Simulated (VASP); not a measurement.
Runs of VASP 6.6.1 on V. The structure is that of space group P6_3/mmc (No. 194), or close to it. The cells are those of the table. This isn't the form of V at room conditions, which is bcc.

```csv
cell,gap on the mesh (eV),pressure (GPa)
"a = 2.469, b = 2.469, c = 4.447 Å, angles 90.0, 90.0, 120.0°, 2 atoms",none,30.6
"a = 2.576, b = 2.576, c = 4.641 Å, angles 90.0, 90.0, 120.0°, 2 atoms",none,(b)
"a = 2.676, b = 2.676, c = 4.819 Å, angles 90.0, 90.0, 120.0°, 2 atoms",none,(a)
"a = 2.506, b = 2.506, c = 4.513 Å, angles 90.0, 90.0, 120.0°, 2 atoms",none,18.5
"a = 2.643, b = 2.643, c = 4.761 Å, angles 90.0, 90.0, 120.0°, 2 atoms",none,-12.1
```

Alike in all rows: task single point; level PBEsol; potentials or basis VASP PAW PBE potentials, release 64 (V_sv); no spin polarisation; k mesh 23 × 23 × 11; cutoff (eV) 520; smearing fermi-dirac 0.1 eV.

Task: Fill in the values left out.

Result: (a) -16.7; (b) 0.2.

Caveats: the PAW data sets were made with another functional, which shifts forces and pressure a little; the cell stands under pressure (at least some runs); the cell stands under tension (at least some runs).

A gap of «none» marks levels without a gap at the run's occupations.
